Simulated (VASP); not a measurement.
The system is I.

```
I
1.0
     4.34329   -2.26005    0.00000
     4.34329    2.26005    0.00000
    -0.55226    0.00000   10.00466
I
4
Direct
  0.84756 0.65229 0.62193
  0.34771 0.15244 0.87807
  0.15244 0.34771 0.37807
  0.65229 0.84756 0.12193
```

* Program: VASP 6.6.1
* Task: relaxation of cell and atoms
* Functional: PBE
* Potentials or basis: VASP PAW PBE potentials, release 64 (I)
* Cutoff: 600 eV
* k mesh: 8 × 8 × 4
* Occupations: gaussian, width 0.02 eV
* Spin: no spin polarisation

At the start: pressure 0.0 GPa; volume 49.10 Å³/atom.

Q: Where does the relaxation end?

A: Over 30 steps the energy falls by 2.1 meV/atom and the volume is 51.32 Å³/atom (+4.5 %); space group C2/c (No. 15, to 0.05 Å).

The path:
| step | energy change (eV) | largest force (eV/Å) | pressure (GPa) | volume (Å³) |
| --- | --- | --- | --- | --- |
| 1 | 0.0000 | 0.0245 | 0.02 | 196.41 |
| 2 | -0.0011 | 0.0363 | 0.08 | 196.59 |
| 3 | -0.0024 | 0.0673 | 0.19 | 196.97 |
| 4 | -0.0031 | 0.0593 | 0.17 | 197.33 |
| 5 | -0.0045 | 0.0356 | 0.08 | 198.43 |
| 6 | -0.0057 | 0.0348 | -0.08 | 200.64 |
| 7 | -0.0063 | 0.0310 | -0.06 | 201.21 |
| 8 | -0.0069 | 0.0232 | -0.02 | 202.64 |
| 9 | -0.0071 | 0.0182 | 0.01 | 202.39 |
| 10 | -0.0072 | 0.0255 | 0.06 | 202.00 |
| 11 | -0.0073 | 0.0241 | 0.05 | 202.00 |
| 12 | -0.0075 | 0.0205 | 0.04 | 202.01 |
| 13 | -0.0076 | 0.0167 | 0.00 | 202.00 |
| 14 | -0.0076 | 0.0176 | 0.01 | 202.01 |
| 15 | -0.0077 | 0.0117 | 0.01 | 202.09 |
| 16 | -0.0078 | 0.0080 | -0.01 | 202.34 |
| 17 | -0.0075 | 0.0414 | -0.08 | 202.84 |
| 18 | -0.0077 | 0.0148 | -0.05 | 202.45 |
| 19 | -0.0078 | 0.0108 | -0.03 | 202.39 |
| 20 | -0.0078 | 0.0113 | -0.02 | 202.39 |
| 21 | -0.0079 | 0.0128 | -0.01 | 202.40 |
| 22 | -0.0079 | 0.0162 | 0.02 | 202.41 |
| 23 | -0.0079 | 0.0176 | 0.03 | 202.41 |
| 24 | -0.0080 | 0.0168 | 0.03 | 202.53 |
| 25 | -0.0081 | 0.0147 | 0.03 | 202.86 |
| 26 | -0.0083 | 0.0106 | 0.03 | 203.53 |
| 27 | -0.0084 | 0.0032 | 0.03 | 204.86 |
| 28 | -0.0083 | 0.0225 | -0.05 | 205.58 |
| 29 | -0.0084 | 0.0104 | -0.01 | 205.13 |
| 30 | -0.0085 | 0.0055 | 0.00 | 205.28 |

Final structure:
```xyz
4
Lattice="4.5282 -2.3128 0.0713 4.5282 2.3128 0.0713 -0.4143 0.0000 9.7940" Properties=species:S:1:pos:R:3 pbc="T T T"
I     6.5347   -0.4161    6.1975
I     1.9004   -0.4161    8.6362
I     2.1075    0.4161    3.7392
I     6.7418    0.4161    1.3005
```
